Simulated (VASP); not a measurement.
# Sc (P6_3/mmc) in VASP: a series of runs

The runs below take Sc through single point, with PBE.

All numbers are computed with VASP 6.6.1; they aren't measurements. Logs are shortened: lines on timing, memory, paths and dates and some standing lists are left out, and cuts for length are marked.

## (1) The cell of the first run

It takes space group P6_3/mmc (No. 194, hexagonal). Conventional cell: a = 3.309 Å, b = 3.309 Å, c = 5.189 Å, α = 90.00°, β = 90.00°, γ = 120.00°. Sc (site symmetry -6m2) has 12 Sc at 3.22 to 3.31 Å within 4.2 Å.

## (2) Single point, PBE (strain -0.0150 x Voigt [0, 0, 1, 0, 0, 0])

INCAR reads:

```
SYSTEM = Sc
ALGO = Fast ; EDIFF = 1E-6
ENCUT = 520 ; GGA = PE
ISIF = 2 ; ISMEAR = 0
LASPH = .True. ; LCHARG = .False.
LREAL = .False. ; LWAVE = .False.
NBANDS = 18 ; NELM = 100
PREC = Accurate ; SIGMA = 0.15
```

KPOINTS reads:

```
k-points
0
Gamma
  18 18 10
  0 0 0
```

POSCAR reads:

```
Sc
1.0
    3.3087978973      0.0000000000      0.0000000000
   -1.6543989486      2.8655030350      0.0000000000
    0.0000000000      0.0000000000      5.1889800000
Sc
2
Direct
    0.3333333333      0.6666666667      0.2500000000
    0.6666666667      0.3333333333      0.7500000000
```

Potentials or basis: VASP PAW PBE potentials, release 64 (Sc_sv).

The run is started by

```bash
$ cat potpaw_PBE.64/Sc_sv/POTCAR > POTCAR
$ mpirun -np 1 vasp_std > vasp.out
```

OUTCAR:

```text
SYSTEM = Sc
   EDIFF = 1E-6
   ENCUT = 520
   GGA = PE
   ISIF = 2
   ISMEAR = 0
   LASPH = .True.
   LREAL = .False.
   NELM = 100
   PREC = Accurate

 ion  position               nearest neighbor table
   1  0.333  0.667  0.250-   2 3.22   2 3.22   2 3.22   2 3.22   2 3.22   2 3.22
   2  0.667  0.333  0.750-   1 3.22   1 3.22   1 3.22   1 3.22   1 3.22   1 3.22

  LATTYP: Found a hexagonal cell.
 ALAT       =     3.3087978973
 C/A-ratio  =     1.5682372152

  Lattice vectors:

 A1 = (   3.3087978973,   0.0000000000,   0.0000000000)
 A2 = (  -1.6543989486,   2.8655030350,   0.0000000000)
 A3 = (   0.0000000000,   0.0000000000,   5.1889800000)

Analysis of symmetry for initial positions (statically):
=====================================================================
 Subroutine PRICEL returns:
 Original cell was already a primitive cell.

 Routine SETGRP: Setting up the symmetry group for a
 hexagonal supercell.

 Subroutine GETGRP returns: Found 24 space group operations
 (whereof 12 operations were pure point group operations)
 out of a pool of 24 trial point group operations.

The static configuration has the point symmetry D_3d.
 The point group associated with its full space group is D_6h.

Analysis of symmetry for dynamics (positions and initial velocities):
=====================================================================
 Subroutine PRICEL returns:
 Original cell was already a primitive cell.

 Routine SETGRP: Setting up the symmetry group for a
 hexagonal supercell.

 Subroutine GETGRP returns: Found 24 space group operations
 (whereof 12 operations were pure point group operations)
 out of a pool of 24 trial point group operations.

The dynamic configuration has the point symmetry D_3d.
 The point group associated with its full space group is D_6h.

 Subroutine INISYM returns: Found 24 space group operations
 (whereof 12 operations are pure point group operations),
 and found     1 'primitive' translations

----------------------------------------------------------------------------------------

                                     Primitive cell

  volume of cell :      49.1986

  direct lattice vectors                    reciprocal lattice vectors
     3.308797897  0.000000000  0.000000000     0.302224563  0.174489433  0.000000000
    -1.654398949  2.865503035  0.000000000     0.000000000  0.348978866  0.000000000
     0.000000000  0.000000000  5.188980000     0.000000000  0.000000000  0.192716102

  length of vectors
     3.308797897  3.308797897  5.188980000     0.348978866  0.348978866  0.192716102

  position of ions in fractional coordinates (direct lattice)
     0.333333333  0.666666667  0.250000000
     0.666666667  0.333333333  0.750000000

  ion indices of the primitive-cell ions
   primitive index   ion index
                 1           1
                 2           2

----------------------------------------------------------------------------------------

 KPOINTS: k-points

Automatic generation of k-mesh.
 Grid dimensions read from file:
 generate k-points for:   18   18   10

 Generating k-lattice:

  Cartesian coordinates                     Fractional coordinates (reciprocal lattice)
     0.016790254  0.009693857  0.000000000     0.055555556  0.000000000  0.000000000
     0.000000000  0.019387715  0.000000000     0.000000000  0.055555556  0.000000000
     0.000000000  0.000000000  0.019271610     0.000000000  0.000000000  0.100000000

  Length of vectors
     0.019387715  0.019387715  0.019271610

  Shift w.r.t. Gamma in fractional coordinates (k-lattice)
     0.000000000  0.000000000  0.000000000

 Subroutine IBZKPT returns following result:
 ===========================================

 Found    222 irreducible k-points:

 Following reciprocal coordinates:
            Coordinates               Weight
  0.000000  0.000000  0.000000      1.000000
  0.055556 -0.000000  0.000000      6.000000
  0.111111 -0.000000  0.000000      6.000000
  0.166667 -0.000000  0.000000      6.000000
  0.222222  0.000000  0.000000      6.000000
  0.277778  0.000000  0.000000      6.000000
[... 16 lines left out ...]
  0.333333  0.111111  0.000000     12.000000
  0.388889  0.111111  0.000000     12.000000
 [... further k-points ...]
   k-points           NKPTS =    222   k-points in BZ     NKDIM =    222   number of bands    NBANDS=     18
   number of dos      NEDOS =    301   number of ions     NIONS =      2
   total plane-waves  NPLWV =  31360
   dimension x,y,z NGX =    28 NGY =   28 NGZ =   40
   dimension x,y,z NGXF=    56 NGYF=   56 NGZF=   80
   ions per type =               2
   NGX,Y,Z   is equivalent  to a cutoff of  14.07, 14.07, 12.82 a.u.
   NGXF,Y,Z  is equivalent  to a cutoff of  28.14, 28.14, 25.63 a.u.
 SYSTEM =  Sc
   PREC   = accura    normal or accurate (medium, high low for compatibility)
   ISTART =      0    job   : 0-new  1-cont  2-samecut
   ICHARG =      2    charge: 1-file 2-atom 10-const
   ISPIN  =      1    spin polarized calculation?
   LNONCOLLINEAR =      F non collinear calculations
   LSORBIT =      F    spin-orbit coupling
   LASPH  =      T    aspherical Exc in radial PAW
   ENCUT  =  520.0 eV  38.22 Ry    6.18 a.u.   6.15  6.15  9.65*2*pi/ulx,y,z
   NELM   =    100;   NELMIN=  2; NELMDL= -5     # of ELM steps
   EDIFF  = 0.1E-05   stopping-criterion for ELM
   LREAL  =      F    real-space projection
   EDIFFG = 0.1E-04   stopping-criterion for IOM
   NSW    =      0    number of steps for IOM
   IBRION =     -1    ionic relax: 0-MD 1-quasi-New 2-CG
   NFREE  =      0    steps in history (QN), initial steepest desc. (CG)
   ISIF   =      2    stress and relaxation
   ISYM   =      2    0-nonsym 1-usesym 2-fastsym
   POTIM  = 0.5000    time-step for ionic-motion
   TEBEG  =    0.0;   TEEND  =   0.0 temperature during run
   PSTRESS=    0.0 pullay stress
   NELECT =      22.0000    total number of electrons
   NUPDOWN=      -1.0000    fix difference up-down
   EMIN   =  10.00;   EMAX   =-10.00  energy-range for DOS
   EFERMI =   0.00;   METHOD = LEGACY
   ISMEAR =     0;   SIGMA  =   0.15  broadening in eV -4-tet -1-fermi 0-gaus
   EFERMI_NEDOS =   21; number of points for ismear=-14 and -15
   IALGO  =     68    algorithm
   IMIX   =      4    mixing-type and parameters
     AMIX     =   0.40;   BMIX     =  1.00
     AMIX_MAG =   1.60;   BMIX_MAG =  1.00
  volume/ion in A,a.u.               =      24.60       166.00
  Fermi-wavevector in a.u.,A,eV,Ry     =   1.251886  2.365721 21.323294  1.567218
  Thomas-Fermi vector in A             =   2.385812
   LORBIT       =      0    0 simple, 1 ext, 2 COOP (PROOUT), +10 PAW based schemes
   GGA     = PE    functional components
   LHFCALC =     F    Hartree Fock is set to
   AEXX    =    0.0000 exact exchange contribution
   IVDW    =     0    specifies the selected vdW correction
   LEPSILON=     F    determine dielectric tensor
   LRPA    =     F    only Hartree local field effects (RPA)
 non-spin polarized calculation
 RMM-DIIS sequential band-by-band and
 Gauss-broadening in eV      SIGMA  =   0.15
  energy-cutoff  :      520.00
  volume of cell :       49.20
 maximum number of plane-waves:      1363
 NGX is ok and might be reduce to    28
   NGX = 13   NGY = 13   NGZ = 19

 number of electron      21.9999995 magnetization

 Free energy of the ion-electron system (eV)
  ---------------------------------------------------
  ext. energy  EPLUGINS =         0.00000000
  ---------------------------------------------------
  free energy    TOTEN  =       -12.52080277 eV

  energy without entropy =      -12.47396511  energy(sigma->0) =      -12.49738394

 E-fermi :   3.6911     XC(G=0):  -9.8852

 val. band max:        3.6842959852   @ k =   0.3889   0.0000   0.2000
 cond. band min:       3.6950695584   @ k =   0.5000   0.0000   0.4000
 fundamental gap:      0.0107735732
 Fermi energy:         3.6911227077

 k-point     1 :       0.0000    0.0000    0.0000
  band No.  band energies     occupation
      1     -45.7213      2.00000
      2     -45.6516      2.00000
      3     -24.5492      2.00000
      4     -24.2057      2.00000
      5     -24.2057      2.00000
      6     -24.1411      2.00000
[... 10 lines left out ...]
     17       6.0316      0.00000
     18       6.0317      0.00000

 k-point     2 :       0.0556   -0.0000    0.0000
  band No.  band energies     occupation
      1     -45.7199      2.00000
      2     -45.6511      2.00000
      3     -24.5452      2.00000
      4     -24.2136      2.00000
      5     -24.2085      2.00000
      6     -24.1494      2.00000
[... 10 lines left out ...]
     17       5.9733      0.00000
     18       5.9892      0.00000

 k-point     3 :       0.1111   -0.0000    0.0000
  band No.  band energies     occupation
      1     -45.7156      2.00000
      2     -45.6496      2.00000
      3     -24.5333      2.00000
      4     -24.2365      2.00000
      5     -24.2162      2.00000
      6     -24.1733      2.00000
[... 10 lines left out ...]
     17       5.8752      0.00000
     18       5.9060      0.00000

 k-point     4 :       0.1667   -0.0000    0.0000
  band No.  band energies     occupation
      1     -45.7089      2.00000
      2     -45.6474      2.00000
      3     -24.5143      2.00000
      4     -24.2718      2.00000
      5     -24.2279      2.00000
      6     -24.2093      2.00000
[... 375 lines left out ...]
      4     -24.4016      2.00000
      5     -24.3506      2.00000
      6     -24.2731      2.00000
[... 10 lines left out ...]
     17       6.9775      0.00000
     18       7.3206      0.00000

 k-point    23 :       0.3333    0.1111    0.0000
  band No.  band energies     occupation
      1     -45.6707      2.00000
      2     -45.6411      2.00000
      3     -24.4356      2.00000
      4     -24.3907      2.00000
      5     -24.3725      2.00000
      6     -24.2905      2.00000
[... 10 lines left out ...]
     17       7.2829      0.00000
     18       7.6453      0.00000

 k-point    24 :       0.3889    0.1111    0.0000
  band No.  band energies     occupation
      1     -45.6646      2.00000
      2     -45.6417      2.00000
      3     -24.4578      2.00000
      4     -24.3868      2.00000
      5     -24.3668      2.00000
      6     -24.3018      2.00000
[... 10 lines left out ...]
     17       7.4449      0.00000
     18       7.6582      0.00000

 [... further k-points ...]
[... 5 lines left out ...]
  --------------------------------------------------------------------------------------
  -------------------------------------------------------------------------------------
  Total        0.1160215      0.1160215     -0.0463682      0.0000000      0.0000000     -0.0000000
  in kB        3.7782943      3.7782943     -1.5100024      0.0000000      0.0000000     -0.0000000
  external PRESSURE =       2.0155287 kB  Pullay stress =       0.0000000 kB

 VOLUME and BASIS-vectors are now :
 -----------------------------------------------------------------------------
  energy-cutoff  :      520.00
  volume of cell :       49.20
      direct lattice vectors                 reciprocal lattice vectors
     3.308797897  0.000000000  0.000000000     0.302224563  0.174489433  0.000000000
    -1.654398949  2.865503035  0.000000000     0.000000000  0.348978866  0.000000000
     0.000000000  0.000000000  5.188980000     0.000000000  0.000000000  0.192716102

 POSITION                                       TOTAL-FORCE (eV/Angst)
 -----------------------------------------------------------------------------------
     -0.00000      1.91034      1.29724        -0.000000     -0.000000      0.000000
      1.65440      0.95517      3.89173         0.000000      0.000000      0.000000
 -----------------------------------------------------------------------------------
    total drift:                               -0.000000      0.000000     -0.000000

  FREE ENERGIE OF THE ION-ELECTRON SYSTEM (eV)
  ---------------------------------------------------
  free  energy   TOTEN  =       -12.5208027663 eV

  energy  without entropy=      -12.4739651104  energy(sigma->0) =      -12.49738394
```

Run time: 2.2 min. Hardware: 1 thread of AMD EPYC 9R45 (Zen 5), shared host; peak memory 0.26 GiB.

Results:

```
Free energy            : -12.5208 eV
Pressure               : 0.2 GPa
Band gap on the k mesh : zero (band 11 reaches 4.64 eV, above the bottom of band 12 at 3.20 eV)
```

Stress tensor (GPa, compression positive):
```
 0.38  0.00  0.00
 0.00  0.38  0.00
 0.00  0.00 -0.15
```

Caveat: the cell differs from its parent crystal (strain -0.0150 x Voigt [0, 0, 1, 0, 0, 0]).

## (3) Single point, PBE (strain -0.0050 x Voigt [0, 0, 1, 0, 0, 0])

INCAR reads:

```
SYSTEM = Sc
ALGO = Fast ; EDIFF = 1E-6
ENCUT = 520 ; GGA = PE
ISIF = 2 ; ISMEAR = 0
LASPH = .TRUE. ; LCHARG = .FALSE.
LREAL = .FALSE. ; LWAVE = .FALSE.
NBANDS = 18 ; NELM = 100
PREC = Accurate ; SIGMA = 0.15
```

KPOINTS reads:

```
k-points
0
G
  18 18 10
  0 0 0
```

Changes to POSCAR since step 2:

```diff
@@ -4,3 +4,3 @@
    -1.6543989486      2.8655030350      0.0000000000
-    0.0000000000      0.0000000000      5.1889800000
+    0.0000000000      0.0000000000      5.2416600000
 Sc
```

Potentials or basis: VASP PAW PBE potentials, release 64 (Sc_sv).

The run is started by

```bash
$ cat potpaw_PBE.64/Sc_sv/POTCAR > POTCAR
$ mpirun -np 1 vasp_std > vasp.out
```

Run time: 2.2 min. Hardware: 1 thread of AMD EPYC 9R45 (Zen 5), shared host; peak memory 0.26 GiB.

Results (log left out):

| Property | Result |
| --- | --- |
| Free energy | -12.5189 eV |
| Pressure | -0.3 GPa |
| Band gap on the k mesh | zero (band 11 reaches 4.54 eV, above the bottom of band 12 at 3.16 eV) |

Stress tensor (GPa, compression positive):
```
 0.09  0.00  0.00
 0.00  0.09  0.00
 0.00  0.00 -1.13
```

Levels at points of the mesh, in eV from the Fermi level:
| k point | band 9 | band 10 | band 11 | band 12 | band 13 | band 14 |
| --- | --- | --- | --- | --- | --- | --- |
| (0.00, 0.00, 0.00) | -5.12 | -1.65 | 0.47 | 1.60 | 1.60 | 1.75 |
| (0.50, 0.00, 0.00) | -1.59 | -1.04 | -0.68 | -0.31 | 1.23 | 1.39 |
| (0.00, 0.00, 0.50) | -3.62 | -3.62 | 0.91 | 0.91 | 1.53 | 1.53 |
| (0.50, 0.00, 0.50) | -1.46 | -1.46 | 0.05 | 0.05 | 1.25 | 1.25 |

Caveat: the cell differs from its parent crystal (strain -0.0050 x Voigt [0, 0, 1, 0, 0, 0]).
